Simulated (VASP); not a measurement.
Input of a VASP 6.6.1 run:

INCAR

```
SYSTEM = SnO2
ALGO = Normal
EDIFF = 1E-7
ENCUT = 520
GGA = PE
ISIF = 2
ISMEAR = 0
LASPH = .True.
LCHARG = .False.
LREAL = .False.
LWAVE = .False.
NBANDS = 64
NELM = 60
PREC = Accurate
SIGMA = 0.05
```

The input KPOINTS:

```
k-points
0
Gamma
  6 6 6
  0 0 0
```

POSCAR

```
SnO2
1.0
    4.5295877549      0.0000000000      0.0000000000
    0.0000000000      5.7318539813      0.0000000000
    0.0000000000      0.0000000000      5.0166900220
Sn O
4 8
Direct
    0.5000000000      0.6651654903      0.7500000000
    0.0000000000      0.8348345097      0.2500000000
    0.5000000000      0.3348345097      0.2500000000
    0.0000000000      0.1651654903      0.7500000000
    0.7301204269      0.6070551965      0.0781681516
    0.2301204269      0.8929448035      0.9218318484
    0.7698795731      0.8929448035      0.5781681516
    0.2698795731      0.6070551965      0.4218318484
    0.7301204269      0.3929448035      0.5781681516
    0.2301204269      0.1070551965      0.4218318484
    0.7698795731      0.1070551965      0.0781681516
    0.2698795731      0.3929448035      0.9218318484
```

Potentials or basis: VASP PAW PBE potentials, release 64 (Sn_d, O).

Run with:

```sh
$ cat potpaw_PBE.64/Sn_d/POTCAR potpaw_PBE.64/O/POTCAR > POTCAR
$ mpirun -np 1 vasp_std > vasp.out
```

Problem. What does it give for the pressure?

Solution. 33.3 GPa.

Problem. Predict the largest force.

Solution. 0.764 eV/Å.

Problem. Estimate the band gap on the k mesh.

Solution. 2.51 eV (least direct gap 2.51 eV).

Forces in eV/Å, atoms in the order of the input:
```
Sn   0.000  0.384  0.000
Sn   0.000 -0.384  0.000
Sn   0.000 -0.384  0.000
Sn   0.000  0.384  0.000
O    0.660 -0.187  0.336
O    0.660  0.187 -0.336
O   -0.660  0.187  0.336
O   -0.660 -0.187 -0.336
O    0.660  0.187  0.336
O    0.660 -0.187 -0.336
O   -0.660 -0.187  0.336
O   -0.660  0.187 -0.336
```

Caveat: the stress differs along the axes, from 27 to 40 GPa; spin-orbit coupling is left out, which moves the levels of the heavy elements. A k mesh can miss the band edges.
